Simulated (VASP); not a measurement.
# Ru (P6_3/mmc) in VASP: further runs

Ru is run at these levels: PBEsol; tasks: single point, relaxation of cell and atoms.

All numbers are computed with VASP 6.6.1; they aren't measurements. Logs are shortened: lines on timing, memory, paths and dates and some standing lists are left out, and cuts for length are marked.

## Step 1: The cell of the first run

The structure is hexagonal, space group P6_3/mmc (No. 194). Conventional cell: a = 3.988 Å, b = 3.988 Å, c = 5.526 Å, α = 90.00°, β = 90.00°, γ = 120.00°. Ru (site symmetry 3m) has 4 Ru at 2.31 to 2.35 Å within 3.0 Å.

## Step 2: Single point, PBEsol

Contents of INCAR:

```
SYSTEM = Ru
  PREC = Accurate
  ENCUT = 520
  EDIFF = 1E-7
  ISMEAR = 0
  SIGMA = 0.1
  LREAL = .FALSE.
  LASPH = .TRUE.
  NELM = 80
  ALGO = Normal
  ISIF = 2
  LWAVE = .FALSE.
  LCHARG = .TRUE.
  GGA = PS
  LELF = .TRUE.
  LVHAR = .TRUE.
  NBANDS = 36
```

Contents of KPOINTS:

```
Automatic mesh
0
G
  6 6 4
  0 0 0
```

Contents of POSCAR:

```
Ru
1.0
    3.9881447094      0.0000000000      0.0000000000
   -1.9940723547      3.4538346323      0.0000000000
    0.0000000000      0.0000000000      5.5257192646
Ru
4
Direct
    0.6666666667      0.3333333333      0.0412587092
    0.3333333333      0.6666666667      0.5412587092
    0.6666666667      0.3333333333      0.4587412908
    0.3333333333      0.6666666667      0.9587412908
```

Potentials or basis: VASP PAW PBE potentials, release 64 (Ru_pv).

Started as:

```
> cat potpaw_PBE.64/Ru_pv/POTCAR > POTCAR
> mpirun -np 1 vasp_std > vasp.out
```

OUTCAR:

```text
SYSTEM = Ru
   PREC = Accurate
   ENCUT = 520
   EDIFF = 1E-7
   ISMEAR = 0
   LREAL = .FALSE.
   LASPH = .TRUE.
   NELM = 80
   ISIF = 2
   GGA = PS

 ion  position               nearest neighbor table
   1  0.667  0.333  0.041-   3 2.31   4 2.35   4 2.35   4 2.35   3 3.22
   2  0.333  0.667  0.541-   4 2.31   3 2.35   3 2.35   3 2.35   4 3.22
   3  0.667  0.333  0.459-   1 2.31   2 2.35   2 2.35   2 2.35   1 3.22
   4  0.333  0.667  0.959-   2 2.31   1 2.35   1 2.35   1 2.35   2 3.22

  LATTYP: Found a hexagonal cell.
 ALAT       =     3.9881447094
 C/A-ratio  =     1.3855363000

  Lattice vectors:

 A1 = (   3.9881447094,   0.0000000000,   0.0000000000)
 A2 = (  -1.9940723547,   3.4538346323,   0.0000000000)
 A3 = (   0.0000000000,   0.0000000000,   5.5257192646)

Analysis of symmetry for initial positions (statically):
=====================================================================
 Subroutine PRICEL returns:
 Original cell was already a primitive cell.

 Routine SETGRP: Setting up the symmetry group for a
 hexagonal supercell.

 Subroutine GETGRP returns: Found 24 space group operations
 (whereof 12 operations were pure point group operations)
 out of a pool of 24 trial point group operations.

The static configuration has the point symmetry D_3d.
 The point group associated with its full space group is D_6h.

Analysis of symmetry for dynamics (positions and initial velocities):
=====================================================================
 Subroutine PRICEL returns:
 Original cell was already a primitive cell.

 Routine SETGRP: Setting up the symmetry group for a
 hexagonal supercell.

 Subroutine GETGRP returns: Found 24 space group operations
 (whereof 12 operations were pure point group operations)
 out of a pool of 24 trial point group operations.

The dynamic configuration has the point symmetry D_3d.
 The point group associated with its full space group is D_6h.

 Subroutine INISYM returns: Found 24 space group operations
 (whereof 12 operations are pure point group operations),
 and found     1 'primitive' translations

----------------------------------------------------------------------------------------

                                     Primitive cell

  volume of cell :      76.1134

  direct lattice vectors                    reciprocal lattice vectors
     3.988144709  0.000000000  0.000000000     0.250743158  0.144766630  0.000000000
    -1.994072355  3.453834632  0.000000000     0.000000000  0.289533260  0.000000000
     0.000000000  0.000000000  5.525719265     0.000000000  0.000000000  0.180971916

  length of vectors
     3.988144709  3.988144709  5.525719265     0.289533260  0.289533260  0.180971916

  position of ions in fractional coordinates (direct lattice)
     0.666666667  0.333333333  0.041258709
     0.333333333  0.666666667  0.541258709
     0.666666667  0.333333333  0.458741291
     0.333333333  0.666666667  0.958741291

  ion indices of the primitive-cell ions
   primitive index   ion index
                 1           1
                 2           2
                 3           3
                 4           4

----------------------------------------------------------------------------------------

 KPOINTS: Automatic mesh

Automatic generation of k-mesh.
 Grid dimensions read from file:
 generate k-points for:    6    6    4

 Generating k-lattice:

  Cartesian coordinates                     Fractional coordinates (reciprocal lattice)
     0.041790526  0.024127772  0.000000000     0.166666667 -0.000000000  0.000000000
     0.000000000  0.048255543  0.000000000     0.000000000  0.166666667  0.000000000
     0.000000000  0.000000000  0.045242979     0.000000000  0.000000000  0.250000000

  Length of vectors
     0.048255543  0.048255543  0.045242979

  Shift w.r.t. Gamma in fractional coordinates (k-lattice)
     0.000000000  0.000000000  0.000000000

 Subroutine IBZKPT returns following result:
 ===========================================

 Found     21 irreducible k-points:

 Following reciprocal coordinates:
[... 48 lines left out ...]
      5     -35.5789      2.00000
      6     -35.5216      2.00000
[... 28 lines left out ...]
     35      12.5261      0.00000
     36      16.4518      0.00000

 k-point     2 :       0.1667    0.0000    0.0000
  band No.  band energies     occupation
      1     -35.7964      2.00000
      2     -35.7368      2.00000
      3     -35.6050      2.00000
      4     -35.5908      2.00000
      5     -35.5446      2.00000
      6     -35.5346      2.00000
[... 28 lines left out ...]
     35      12.5870      0.00000
     36      14.4340      0.00000

 k-point     3 :       0.3333    0.0000    0.0000
  band No.  band energies     occupation
      1     -35.7977      2.00000
      2     -35.7865      2.00000
      3     -35.6538      2.00000
      4     -35.6031      2.00000
      5     -35.4262      2.00000
      6     -35.4234      2.00000
[... 28 lines left out ...]
     35      11.6149      0.00000
     36      12.6671      0.00000

 k-point     4 :       0.5000    0.0000    0.0000
  band No.  band energies     occupation
      1     -35.8099      2.00000
      2     -35.7780      2.00000
      3     -35.6767      2.00000
      4     -35.6432      2.00000
      5     -35.3532      2.00000
      6     -35.3304      2.00000
[... 28 lines left out ...]
     35      11.8441      0.00000
     36      12.1266      0.00000

 k-point     5 :       0.1667    0.1667    0.0000
  band No.  band energies     occupation
      1     -35.7982      2.00000
      2     -35.7848      2.00000
      3     -35.6516      2.00000
      4     -35.5859      2.00000
      5     -35.4550      2.00000
      6     -35.4422      2.00000
[... 538 lines left out ...]
 k-point    19 :       0.1667    0.1667    0.5000
  band No.  band energies     occupation
      1     -35.7213      2.00000
      2     -35.7213      2.00000
      3     -35.6687      2.00000
      4     -35.6687      2.00000
      5     -35.4429      2.00000
      6     -35.4429      2.00000
[... 28 lines left out ...]
     35      14.2549      0.00000
     36      14.2549      0.00000

 k-point    20 :       0.3333    0.1667    0.5000
  band No.  band energies     occupation
      1     -35.7688      2.00000
      2     -35.7688      2.00000
      3     -35.6607      2.00000
      4     -35.6607      2.00000
      5     -35.3214      2.00000
      6     -35.3214      2.00000
[... 28 lines left out ...]
     35      11.6271      0.00000
     36      11.6271      0.00000

 k-point    21 :       0.3333    0.3333    0.5000
  band No.  band energies     occupation
      1     -35.7981      2.00000
      2     -35.7981      2.00000
      3     -35.6539      2.00000
      4     -35.6539      2.00000
      5     -35.2133      2.00000
      6     -35.2133      2.00000
[... 28 lines left out ...]
     35      11.0867      0.00000
     36      11.0867      0.00000

------------------------ aborting loop because EDIFF is reached ----------------------------------------

  FORCE on cell =-STRESS in cart. coord.  units (eV):
  Direction    XX          YY          ZZ          XY          YZ          ZX
  --------------------------------------------------------------------------------------
  -------------------------------------------------------------------------------------
  Total        0.1074969      0.1074969      0.1632070     -0.0000000      0.0000000      0.0000000
  in kB        2.2627944      2.2627944      3.4354854     -0.0000000      0.0000000      0.0000000
  external PRESSURE =       2.6536914 kB  Pullay stress =       0.0000000 kB

 VOLUME and BASIS-vectors are now :
 -----------------------------------------------------------------------------
  energy-cutoff  :      520.00
  volume of cell :       76.11
      direct lattice vectors                 reciprocal lattice vectors
     3.988144709  0.000000000  0.000000000     0.250743158  0.144766630  0.000000000
    -1.994072355  3.453834632  0.000000000     0.000000000  0.289533260  0.000000000
     0.000000000  0.000000000  5.525719265     0.000000000  0.000000000  0.180971916

 POSITION                                       TOTAL-FORCE (eV/Angst)
 -----------------------------------------------------------------------------------
      1.99407      1.15128      0.22798         0.000000      0.000000     -0.044274
     -0.00000      2.30256      2.99084         0.000000     -0.000000     -0.044274
      1.99407      1.15128      2.53488         0.000000      0.000000      0.044274
     -0.00000      2.30256      5.29774        -0.000000     -0.000000      0.044274
 -----------------------------------------------------------------------------------
    total drift:                               -0.000000     -0.000000     -0.000000

  FREE ENERGIE OF THE ION-ELECTRON SYSTEM (eV)
  ---------------------------------------------------
  free  energy   TOTEN  =       -35.3598363954 eV

  energy  without entropy=      -35.3424908587  energy(sigma->0) =      -35.35116363
```

Run time: 56 s. Hardware: 1 thread of Intel Xeon Platinum 8259CL at 2.50GHz (Skylake/Cascade Lake), shared host; peak memory 0.2 GiB.

Results:

| Item | Value |
| --- | --- |
| Free energy | -35.3598 eV |
| Pressure | 0.3 GPa |
| Largest force | 0.044 eV/Å |
| Band gap on the k mesh | zero (bands 28 and 29 overlap by 1.59 eV) |

Forces in eV/Å, atoms in the order of the input:
```
Ru   0.000  0.000 -0.044
Ru   0.000  0.000 -0.044
Ru   0.000  0.000  0.044
Ru   0.000  0.000  0.044
```

Caveat: the PAW data sets were made with another functional, which shifts forces and pressure a little.

## Step 3: Single point, PBEsol

This run uses another cell than the first one, of 33.90 Å³/atom.

Contents of INCAR:

```
PREC = Accurate ; ENCUT = 520
EDIFF = 1E-6 ; ISMEAR = 0
SIGMA = 0.1 ; LREAL = False
LASPH = True ; NELM = 80
ALGO = Normal ; ISIF = 2
LWAVE = False ; LCHARG = True
GGA = PS ; LELF = True
LVHAR = True ; NBANDS = 36
```

Contents of KPOINTS:

```
regular mesh
0
Gamma
  6 6 4
```

Contents of POSCAR:

```
Ru
1.0
    4.5607171952      0.0000000000      0.0000000000
   -2.2803585976      3.9496969505      0.0000000000
    0.0000000000      0.0000000000      7.5267445079
Ru
4
Direct
    0.6666666667      0.3333333333      0.0629118566
    0.3333333333      0.6666666667      0.5629118566
    0.6666666667      0.3333333333      0.4370881434
    0.3333333333      0.6666666667      0.9370881434
```

Potentials or basis: VASP PAW PBE potentials, release 64 (Ru_pv).

Started as:

```
> cat potpaw_PBE.64/Ru_pv/POTCAR > POTCAR
> mpirun -np 1 vasp_std > vasp.out
```

Wall time 83 s (1 thread of Intel Xeon Platinum 8259CL at 2.50GHz (Skylake/Cascade Lake), shared host); peak memory 0.28 GiB.

Results (log left out):

- Free energy: -27.0614 eV
- Pressure: -25.9 GPa
- Largest force: 0.362 eV/Å
- Band gap on the k mesh: zero (bands 28 and 29 overlap by 0.16 eV)

Forces on the atoms (eV/Å):
```
Ru   0.000  0.000 -0.362
Ru   0.000  0.000 -0.362
Ru   0.000  0.000  0.362
Ru   0.000  0.000  0.362
```

Stress tensor (GPa, compression positive):
```
-26.40   0.00   0.00
  0.00 -26.40   0.00
  0.00   0.00 -24.85
```

Levels at points of the mesh, in eV from the Fermi level:
```csv
k point,band 25,band 26,band 27,band 28,band 29,band 30,band 31,band 32
"(0.00, 0.00, 0.00)",-0.36,-0.36,-0.26,-0.03,-0.03,0.25,0.62,0.62
"(0.50, 0.00, 0.00)",-0.62,-0.52,-0.07,0.03,0.20,0.41,0.77,0.83
"(0.00, 0.00, 0.50)",-0.51,-0.51,-0.13,-0.13,-0.13,-0.13,0.67,0.67
"(0.50, 0.00, 0.50)",-0.59,-0.59,-0.15,-0.15,0.51,0.51,0.61,0.61
```

Caveat: the cell stands under tension; the PAW data sets were made with another functional, which shifts forces and pressure a little.

## Step 4: Single point, PBEsol

This run uses another cell than the first one, of 18.96 Å³/atom.

Contents of INCAR:

```
PREC = Accurate
ENCUT = 520
EDIFF = 1E-7
ISMEAR = 0
SIGMA = 0.1
LREAL = F
LASPH = T
NELM = 80
ALGO = Normal
ISIF = 2
LWAVE = F
LCHARG = F
GGA = PS
NBANDS = 36
```

Contents of KPOINTS:

```
regular mesh
0
Gamma
  12 12 8
```

Contents of POSCAR:

```
Ru
1.0
    3.9962432093      0.0000000000      0.0000000000
   -1.9981216047      3.4608481390      0.0000000000
    0.0000000000      0.0000000000      5.4844202062
Ru
4
Direct
    0.6666666667      0.3333333333      0.0394021690
    0.3333333333      0.6666666667      0.5394021690
    0.6666666667      0.3333333333      0.4605978310
    0.3333333333      0.6666666667      0.9605978310
```

Started as:

```
> cat potpaw_PBE.64/Ru_pv/POTCAR > POTCAR
> mpirun -np 1 vasp_std > vasp.out
```

Wall time 3.9 min (1 thread of Intel Xeon Platinum 8259CL at 2.50GHz (Skylake/Cascade Lake), shared host); peak memory 0.31 GiB.

It converged, with:

```yaml
Free_energy: -35.3325 eV
Pressure: 0.3 GPa
Largest_force: 0.037 eV/Å
Band_gap_on_the_k_mesh: zero (bands 28 and 29 overlap by 2.00 eV)
```

Forces in eV/Å, atoms in the order of the input:
```
Ru   0.000  0.000 -0.037
Ru   0.000  0.000 -0.037
Ru   0.000  0.000  0.037
Ru   0.000  0.000  0.037
```

Stress tensor (GPa, compression positive):
```
0.27 0.00 0.00
0.00 0.27 0.00
0.00 0.00 0.38
```

Levels at points of the mesh, in eV from the Fermi level:
```tsv
k point	band 24	band 25	band 26	band 27	band 28	band 29	band 30	band 31	band 32	band 33
(0.00, 0.00, 0.00)	-2.28	-2.06	-2.06	-0.86	-0.86	0.06	0.18	0.18	1.63	1.63
(0.50, 0.00, 0.00)	-1.34	-1.22	-1.11	-1.06	-0.18	0.79	1.10	1.61	2.28	2.46
(0.00, 0.00, 0.50)	-2.90	-1.47	-1.47	-1.47	-1.47	-0.92	-0.92	0.97	0.97	0.97
(0.50, 0.00, 0.50)	-2.46	-1.53	-1.53	0.14	0.14	0.64	0.64	1.24	1.24	1.60
```

Caveat: the PAW data sets were made with another functional, which shifts forces and pressure a little.

## Step 5: Relaxation of cell and atoms, PBEsol

This run uses another cell than the first one, of 33.90 Å³/atom.

Contents of INCAR:

```
SYSTEM = Ru
PREC = Accurate ; ENCUT = 600
EDIFF = 1E-6 ; ISMEAR = 0
SIGMA = 0.1 ; LREAL = .False.
LASPH = .True. ; NELM = 100
ALGO = Normal ; ISIF = 3
LWAVE = .False. ; LCHARG = .False.
GGA = PS ; IBRION = 2
NSW = 80 ; EDIFFG = -0.05
```

Contents of KPOINTS:

```
Automatic mesh
0
Gamma
  6 6 4
  0 0 0
```

Contents of POSCAR:

```
Ru
1.0
    4.5607171952      0.0000000000      0.0000000000
   -2.2803585976      3.9496969505      0.0000000000
    0.0000000000      0.0000000000      7.5267445079
Ru
4
Direct
    0.6666666667      0.3333333333      0.0629118566
    0.3333333333      0.6666666667      0.5629118566
    0.6666666667      0.3333333333      0.4370881434
    0.3333333333      0.6666666667      0.9370881434
```

Started as:

```
> cat potpaw_PBE.64/Ru_pv/POTCAR > POTCAR
> mpirun -np 1 vasp_std > vasp.out
```

It took 37 min on 1 thread of Intel Xeon Platinum 8259CL at 2.50GHz (Skylake/Cascade Lake), shared host; peak memory 0.32 GiB.

It converged, with:

```yaml
Free_energy: -35.3721 eV
Relaxed_volume: 19.07 Å³/atom
Relaxed_cell: a = 3.991 Å, b = 3.991 Å, c = 5.530 Å, α = 90.00°, β = 90.00°, γ = 120.00°
Space_group_after_relaxing_to_0.1_Å: P6_3/mmc (No. 194)
Energy_gained_by_relaxing: 2077.5 meV/atom
Ionic_steps: 44
Pressure_after_relaxing: -0.1 GPa
Largest_force_after_relaxing: 0.012 eV/Å
Band_gap_on_the_k_mesh: zero (bands 28 and 29 overlap by 1.59 eV)
```

Forces in eV/Å, atoms in the order of the input:
```
Ru   0.000  0.000 -0.012
Ru   0.000  0.000 -0.012
Ru   0.000  0.000  0.012
Ru   0.000  0.000  0.012
```

The path:
| step | energy change (eV) | largest force (eV/Å) | pressure (GPa) | volume (Å³) |
| --- | --- | --- | --- | --- |
| 1 | 0.0000 | 0.3624 | -25.89 | 135.58 |
| 3 | -4.7604 | 0.4201 | -26.79 | 107.39 |
| 5 | -7.7653 | 0.3274 | 17.48 | 72.51 |
| 7 | -8.0680 | 0.0440 | -0.54 | 78.72 |
| 9 | -8.0519 | 0.2214 | -3.35 | 79.94 |
| 11 | -8.0692 | 0.0318 | -0.21 | 78.53 |
| 13 | -8.0702 | 0.0682 | -0.04 | 78.46 |
| 15 | -8.0724 | 0.4236 | 0.93 | 77.96 |
| 17 | -8.0768 | 0.6850 | 1.58 | 77.65 |
| 19 | -8.0806 | 0.9565 | 2.46 | 77.28 |
| 21 | -8.0809 | 0.9647 | 2.50 | 77.27 |
| 23 | -8.0818 | 1.0046 | 2.55 | 77.24 |
| 25 | -8.0833 | 1.1763 | 2.90 | 77.09 |
| 27 | -8.0900 | 1.1829 | 2.77 | 77.12 |
| 29 | -8.1206 | 1.2429 | 2.16 | 77.22 |
| 31 | -8.1750 | 1.4213 | -0.14 | 77.42 |
| 33 | -8.2492 | 0.1100 | -3.83 | 77.62 |
| 35 | -8.2750 | 0.2600 | -1.99 | 77.02 |
| 37 | -8.2697 | 0.0094 | 5.70 | 73.93 |
| 39 | -8.3061 | 0.0087 | 0.74 | 75.75 |
| 41 | -8.3078 | 0.0944 | 0.03 | 76.00 |
| 43 | -8.3093 | 0.0560 | -0.01 | 76.12 |
| 44 | -8.3099 | 0.0116 | -0.12 | 76.29 |

Final structure:
```
Ru
1.0
     3.99128    0.00000    0.00000
    -1.99564    3.45655    0.00000
     0.00000    0.00000    5.52962
Ru
4
Direct
  0.66667 0.33333 0.04113
  0.33333 0.66667 0.54113
  0.66667 0.33333 0.45887
  0.33333 0.66667 0.95887
```

Levels at points of the mesh, in eV from the Fermi level:
| k point | band 25 | band 26 | band 27 | band 28 | band 29 | band 30 | band 31 | band 32 |
| --- | --- | --- | --- | --- | --- | --- | --- | --- |
| (0.00, 0.00, 0.00) | -2.03 | -2.03 | -0.84 | -0.84 | 0.00 | 0.22 | 0.22 | 1.61 |
| (0.50, 0.00, 0.00) | -1.22 | -1.19 | -1.17 | -0.19 | 0.76 | 1.00 | 1.59 | 2.22 |
| (0.00, 0.00, 0.50) | -1.44 | -1.44 | -1.44 | -1.44 | -0.99 | -0.99 | 0.98 | 0.98 |
| (0.50, 0.00, 0.50) | -1.56 | -1.56 | 0.08 | 0.08 | 0.64 | 0.64 | 1.21 | 1.21 |

Caveat: the volume moved by over 15 % at a fixed basis, so the end points are rough; the PAW data sets were made with another functional, which shifts forces and pressure a little.

## Step 6: Summary

| task | cell | k mesh | cutoff (eV) | gap on the mesh (eV) | pressure (GPa) | largest force (eV/Å) |
| --- | --- | --- | --- | --- | --- | --- |
| single point | a = 3.988, b = 3.988, c = 5.526 Å, angles 90.0, 90.0, 120.0°, 4 atoms, atomic positions A | 6 × 6 × 4 | 520 | none | 0.3 | 0.04 |
| single point | a = 4.561, b = 4.561, c = 7.527 Å, angles 90.0, 90.0, 120.0°, 4 atoms, atomic positions B | 6 × 6 × 4 | 520 | none | -25.9 | 0.36 |
| single point | a = 3.996, b = 3.996, c = 5.484 Å, angles 90.0, 90.0, 120.0°, 4 atoms, atomic positions C | 12 × 12 × 8 | 520 | none | 0.3 | 0.04 |
| relaxation of cell and atoms | relaxed from a = 4.561, b = 4.561, c = 7.527 Å, angles 90.0, 90.0, 120.0°, 4 atoms, atomic positions B | 6 × 6 × 4 | 600 | none | -0.1 | 0.01 |

Alike in all rows: level PBEsol; potentials or basis VASP PAW PBE potentials, release 64 (Ru_pv); no spin polarisation; smearing gaussian 0.1 eV.

Caveats: the PAW data sets were made with another functional, which shifts forces and pressure a little; the cell stands under tension (at least some runs); the volume moved by over 15 % at a fixed basis, so the end points are rough (at least some runs).

Total energies depend on the potentials used, so only differences within one code and one set of settings carry meaning.
